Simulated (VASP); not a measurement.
**Sb: single point with PBE**

Crystal: Sb.

```xyz
2
Lattice="1.5025 -0.8675 4.8848 0.0000 1.7350 4.8848 -1.5025 -0.8675 4.8848" Properties=species:S:1:pos:R:3 pbc="T T T"
Sb    0.0000    0.0000    3.6636
Sb    0.0000    0.0000   -3.6636
```

This isn't the form of Sb at room conditions, which is rhombohedral.

* Program: VASP 6.6.1
* Task: single point
* Functional: PBE
* Potentials or basis: VASP PAW PBE potentials, release 64 (Sb)
* Cutoff: 520 eV
* k mesh: 12 × 12 × 12
* Occupations: fermi-dirac, width 0.08 eV
* Spin: no spin polarisation
* Dipole correction: no
* Further INCAR settings: ALGO = Normal; EDIFF = 1e-07; NBANDS = 12

```yaml
Pressure: 49.3 GPa
Band_gap_on_the_k_mesh: zero (bands 5 and 6 overlap by 9.97 eV)
```

Levels at points of the mesh, in eV from the Fermi level:
```csv
k point,band 2,band 3,band 4,band 5,band 6,band 7,band 8,band 9
"(0.00, 0.00, 0.00)",-10.17,-8.42,5.39,5.39,8.11,8.11,8.26,9.28
"(0.50, 0.00, 0.00)",-10.17,-5.29,-5.29,-0.84,-0.84,2.13,2.13,5.70
"(0.50, 0.50, 0.00)",-8.43,-7.47,-7.13,0.29,0.39,4.46,4.73,5.47
"(0.50, 0.50, 0.50)",-14.54,-0.71,-0.71,6.34,6.34,6.34,6.34,9.20
```

Run time: 2.7 min on 1 thread of Intel Xeon 8259CL, with other jobs on the host, peak memory 0.27 GiB.

Caveat: the cell stands under pressure; spin-orbit coupling is left out, which moves the levels of the heavy elements.
